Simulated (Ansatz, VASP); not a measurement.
# B in VASP and in Ansatz

Contents of INCAR:

```
SYSTEM = B
PREC = Accurate
ENCUT = 420
EDIFF = 1E-8
ISMEAR = -1
SIGMA = 0.05
LREAL = .FALSE.
LASPH = .TRUE.
NELM = 120
ALGO = Normal
ISIF = 2
LWAVE = .FALSE.
LCHARG = .FALSE.
GGA = PE
LEFG = .TRUE.
NBANDS = 8
GGA_COMPAT = .FALSE.
```

Contents of KPOINTS:

```
Automatic mesh
0
G
  18 18 18
  0 0 0
```

File POSCAR:

```
B
1.0
    1.8715239965      0.0000000000      0.0000000000
    0.0000000000      1.8715239965      0.0000000000
    0.0000000000      0.0000000000      1.9137908036
B
1
Direct
    0.0000000000      0.0000000000      0.0000000000
```

Input for Ansatz:

```yaml
crystal:
  lattice:
    - [1.8715239965, 0.0, 0.0]
    - [0.0, 1.8715239965, 0.0]
    - [0.0, 0.0, 1.9137908036]
  atoms:
    - { symbol: B, position: [0.0, 0.0, 0.0] }
kpoints:
  mp_grid: { grid: [18, 18, 18] }
scf:
  occupations: { method: fermi_dirac, width: 0.05 }
hamiltonian:
  xc: pbe
  pseudopotentials: { kind: all_electron, datasets: crystal }
output:
  forces: true
  stress: true
  eigenvalues: true
  efg: { contact_densities: true }
```

Change from the starting cell: z stretched by +1.5 % at fixed volume, crystal datasets.

Alike in both runs: task electric field gradients; functional PBE; k mesh 18 × 18 × 18; occupations fermi-dirac, width 0.05 eV; no spin polarisation.

|  | VASP | Ansatz |
| --- | --- | --- |
| version | VASP 6.6.1 | Ansatz 0.2.0 |
| potentials or method | VASP PAW PBE potentials, release 64 (B), cutoff 420 eV | all-electron PAW with datasets made for the crystal, scalar-relativistic |

Ansatz gave:

- size of Vzz on the site where it differs most (V/Å²): 1.2

Q: What did VASP give for the same quantities?

A: Size of Vzz on the site where it differs most (V/Å²): 1.5.

Ansatz ran all-electron here, and VASP with PAW potentials.
